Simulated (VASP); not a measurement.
# MgS (Pm-3m) in VASP: further runs, part 2 of 2

VASP 6.6.1. The steps go on from the part before.

### 3 Single point, LDA (16.69 Å³/atom)

This run uses another cell than the first one, of 16.69 Å³/atom.

The input, INCAR:

```
SYSTEM = MgS
PREC = Accurate ; ENCUT = 600
EDIFF = 1E-6 ; ISMEAR = -1
SIGMA = 0.15 ; LREAL = .False.
LASPH = .True. ; NELM = 120
ALGO = Normal ; ISIF = 2
LWAVE = .False. ; LCHARG = .False.
GGA = CA ; NBANDS = 11
GGA_COMPAT = .False.
```

The input, KPOINTS:

```
Automatic mesh
0
Gamma
  14 14 14
  0 0 0
```

The input, POSCAR:

```
MgS
1.0
    3.2200000000      0.0000000000      0.0000000000
    0.0000000000      3.2200000000      0.0000000000
    0.0000000000      0.0000000000      3.2200000000
Mg S
1 1
Direct
    0.0000000000      0.0000000000      0.0000000000
    0.5000000000      0.5000000000      0.5000000000
```

Potentials or basis: VASP PAW LDA potentials, release 64 (Mg, S).

Command:

```
$ cat potpaw_LDA.64/Mg/POTCAR potpaw_LDA.64/S/POTCAR > POTCAR
$ mpirun -np 1 vasp_std > vasp.out
```

OUTCAR:

```text
SYSTEM = MgS
   PREC = Accurate
   ENCUT = 600
   EDIFF = 1E-6
   ISMEAR = -1
   LREAL = .False.
   LASPH = .True.
   NELM = 120
   ISIF = 2
   GGA = CA

 ion  position               nearest neighbor table
   1  0.000  0.000  0.000-   2 2.79   2 2.79   2 2.79   2 2.79   2 2.79   2 2.79   2 2.79   2 2.79

   2  0.500  0.500  0.500-   1 2.79   1 2.79   1 2.79   1 2.79   1 2.79   1 2.79   1 2.79   1 2.79

  LATTYP: Found a simple cubic cell.
 ALAT       =     3.2200000000

  Lattice vectors:

 A1 = (   3.2200000000,   0.0000000000,   0.0000000000)
 A2 = (   0.0000000000,   3.2200000000,   0.0000000000)
 A3 = (   0.0000000000,   0.0000000000,   3.2200000000)

Analysis of symmetry for initial positions (statically):
=====================================================================
 Subroutine PRICEL returns:
 Original cell was already a primitive cell.

 Routine SETGRP: Setting up the symmetry group for a
 simple cubic supercell.

 Subroutine GETGRP returns: Found 48 space group operations
 (whereof 48 operations were pure point group operations)
 out of a pool of 48 trial point group operations.

The static configuration has the point symmetry O_h .

Analysis of symmetry for dynamics (positions and initial velocities):
=====================================================================
 Subroutine PRICEL returns:
 Original cell was already a primitive cell.

 Routine SETGRP: Setting up the symmetry group for a
 simple cubic supercell.

 Subroutine GETGRP returns: Found 48 space group operations
 (whereof 48 operations were pure point group operations)
 out of a pool of 48 trial point group operations.

The dynamic configuration has the point symmetry O_h .

 Subroutine INISYM returns: Found 48 space group operations
 (whereof 48 operations are pure point group operations),
 and found     1 'primitive' translations

----------------------------------------------------------------------------------------

                                     Primitive cell

  volume of cell :      33.3862

  direct lattice vectors                    reciprocal lattice vectors
     3.220000000  0.000000000  0.000000000     0.310559006  0.000000000  0.000000000
     0.000000000  3.220000000  0.000000000     0.000000000  0.310559006  0.000000000
     0.000000000  0.000000000  3.220000000     0.000000000  0.000000000  0.310559006

  length of vectors
     3.220000000  3.220000000  3.220000000     0.310559006  0.310559006  0.310559006

  position of ions in fractional coordinates (direct lattice)
     0.000000000  0.000000000  0.000000000
     0.500000000  0.500000000  0.500000000

  ion indices of the primitive-cell ions
   primitive index   ion index
                 1           1
                 2           2

----------------------------------------------------------------------------------------

 KPOINTS: Automatic mesh

Automatic generation of k-mesh.
 Grid dimensions read from file:
 generate k-points for:   14   14   14

 Generating k-lattice:

  Cartesian coordinates                     Fractional coordinates (reciprocal lattice)
[... 21 lines left out ...]
  0.285714  0.000000  0.000000      6.000000
  0.357143  0.000000  0.000000      6.000000
[... 16 lines left out ...]
  0.285714  0.214286  0.000000     24.000000
  0.357143  0.214286  0.000000     24.000000
 [... further k-points ...]
   k-points           NKPTS =    120   k-points in BZ     NKDIM =    120   number of bands    NBANDS=     11
   number of dos      NEDOS =    301   number of ions     NIONS =      2
   total plane-waves  NPLWV =  21952
   dimension x,y,z NGX =    28 NGY =   28 NGZ =   28
   dimension x,y,z NGXF=    56 NGYF=   56 NGZF=   56
   ions per type =               1   1
   NGX,Y,Z   is equivalent  to a cutoff of  14.46, 14.46, 14.46 a.u.
   NGXF,Y,Z  is equivalent  to a cutoff of  28.91, 28.91, 28.91 a.u.
 SYSTEM =  MgS
   PREC   = accura    normal or accurate (medium, high low for compatibility)
   ISTART =      0    job   : 0-new  1-cont  2-samecut
   ICHARG =      2    charge: 1-file 2-atom 10-const
   ISPIN  =      1    spin polarized calculation?
   LNONCOLLINEAR =      F non collinear calculations
   LSORBIT =      F    spin-orbit coupling
   LASPH  =      T    aspherical Exc in radial PAW
   ENCUT  =  600.0 eV  44.10 Ry    6.64 a.u.   6.43  6.43  6.43*2*pi/ulx,y,z
   NELM   =    120;   NELMIN=  2; NELMDL= -5     # of ELM steps
   EDIFF  = 0.1E-05   stopping-criterion for ELM
   LREAL  =      F    real-space projection
   EDIFFG = 0.1E-04   stopping-criterion for IOM
   NSW    =      0    number of steps for IOM
   IBRION =     -1    ionic relax: 0-MD 1-quasi-New 2-CG
   NFREE  =      0    steps in history (QN), initial steepest desc. (CG)
   ISIF   =      2    stress and relaxation
   ISYM   =      2    0-nonsym 1-usesym 2-fastsym
   POTIM  = 0.5000    time-step for ionic-motion
   TEBEG  =    0.0;   TEEND  =   0.0 temperature during run
   PSTRESS=    0.0 pullay stress
   NELECT =       8.0000    total number of electrons
   NUPDOWN=      -1.0000    fix difference up-down
   EMIN   =  10.00;   EMAX   =-10.00  energy-range for DOS
   EFERMI =   0.00;   METHOD = LEGACY
   ISMEAR =    -1;   SIGMA  =   0.15  broadening in eV -4-tet -1-fermi 0-gaus
   EFERMI_NEDOS =   21; number of points for ismear=-14 and -15
   IALGO  =     38    algorithm
   IMIX   =      4    mixing-type and parameters
     AMIX     =   0.40;   BMIX     =  1.00
     AMIX_MAG =   1.60;   BMIX_MAG =  1.00
  volume/ion in A,a.u.               =      16.69       112.65
  Fermi-wavevector in a.u.,A,eV,Ry     =   1.016831  1.921533 14.067691  1.033946
  Thomas-Fermi vector in A             =   2.150198
   LORBIT       =      0    0 simple, 1 ext, 2 COOP (PROOUT), +10 PAW based schemes
   GGA     = CA    functional components
   LHFCALC =     F    Hartree Fock is set to
   AEXX    =    0.0000 exact exchange contribution
   IVDW    =     0    specifies the selected vdW correction
   LEPSILON=     F    determine dielectric tensor
   LRPA    =     F    only Hartree local field effects (RPA)
 non-spin polarized calculation
  energy-cutoff  :      600.00
  volume of cell :       33.39
 maximum number of plane-waves:      1141
 NGX is ok and might be reduce to    28
   NGX = 13   NGY = 13   NGZ = 13

 number of electron       8.0000001 magnetization

 Free energy of the ion-electron system (eV)
  ---------------------------------------------------
  ext. energy  EPLUGINS =         0.00000000
  ---------------------------------------------------
  free energy    TOTEN  =        -8.36731019 eV

  energy without entropy =       -8.33328617  energy(sigma->0) =       -8.35029818

 E-fermi :   5.6357     XC(G=0): -10.2855

 val. band max:        5.5836845247   @ k =   0.4286   0.4286   0.0000
 cond. band min:       5.6381336118   @ k =   0.4286   0.3571   0.0000
 fundamental gap:      0.0544490871
 Fermi energy:         5.6357293616

 k-point     1 :       0.0000    0.0000    0.0000
  band No.  band energies     occupation
      1      -8.5912      2.00000
      2       4.2825      1.99976
      3       4.2825      1.99976
      4       4.2825      1.99976
      5       6.6126      0.00296
      6       9.8499      0.00000
      7       9.8499      0.00000
      8      18.3431      0.00000
      9      18.3431      0.00000
     10      18.3431      0.00000
     11      19.0433      0.00000
[... 309 lines left out ...]
 k-point    24 :       0.3571    0.2143    0.0000
  band No.  band energies     occupation
      1      -7.2554      2.00000
      2      -0.0719      2.00000
      3       2.4673      2.00000
      4       5.1727      1.91270
      5       9.0130      0.00000
      6      10.4629      0.00000
      7      13.6143      0.00000
      8      14.1226      0.00000
      9      14.8091      0.00000
     10      16.8207      0.00000
     11      18.3723      0.00000

 [... further k-points ...]

------------------------ aborting loop because EDIFF is reached ----------------------------------------

  FORCE on cell =-STRESS in cart. coord.  units (eV):
  Direction    XX          YY          ZZ          XY          YZ          ZX
  --------------------------------------------------------------------------------------
  -------------------------------------------------------------------------------------
  Total       -0.2659755     -0.2659755     -0.2659755      0.0000000     -0.0000000     -0.0000000
  in kB      -12.7639372    -12.7639372    -12.7639372      0.0000000     -0.0000000     -0.0000000
  external PRESSURE =     -12.7639372 kB  Pullay stress =       0.0000000 kB

 VOLUME and BASIS-vectors are now :
 -----------------------------------------------------------------------------
  energy-cutoff  :      600.00
  volume of cell :       33.39
      direct lattice vectors                 reciprocal lattice vectors
     3.220000000  0.000000000  0.000000000     0.310559006  0.000000000  0.000000000
     0.000000000  3.220000000  0.000000000     0.000000000  0.310559006  0.000000000
     0.000000000  0.000000000  3.220000000     0.000000000  0.000000000  0.310559006

 POSITION                                       TOTAL-FORCE (eV/Angst)
 -----------------------------------------------------------------------------------
      0.00000      0.00000      0.00000         0.000000      0.000000      0.000000
      1.61000      1.61000      1.61000         0.000000      0.000000      0.000000
 -----------------------------------------------------------------------------------
    total drift:                               -0.000000      0.000000      0.000000

  FREE ENERGIE OF THE ION-ELECTRON SYSTEM (eV)
  ---------------------------------------------------
  free  energy   TOTEN  =        -8.3673101893 eV

  energy  without entropy=       -8.3332861667  energy(sigma->0) =       -8.35029818
```

Wall time 26 s (1 thread of Intel Xeon 6975P-C (Granite Rapids), shared host); peak memory 0.18 GiB.

Results:

```
Free energy            : -8.3673 eV
Pressure               : -1.3 GPa
Band gap on the k mesh : zero (bands 4 and 5 overlap by 0.36 eV)
```

Caveat: semilocal functionals underestimate gaps, so a narrow gap can read as zero.
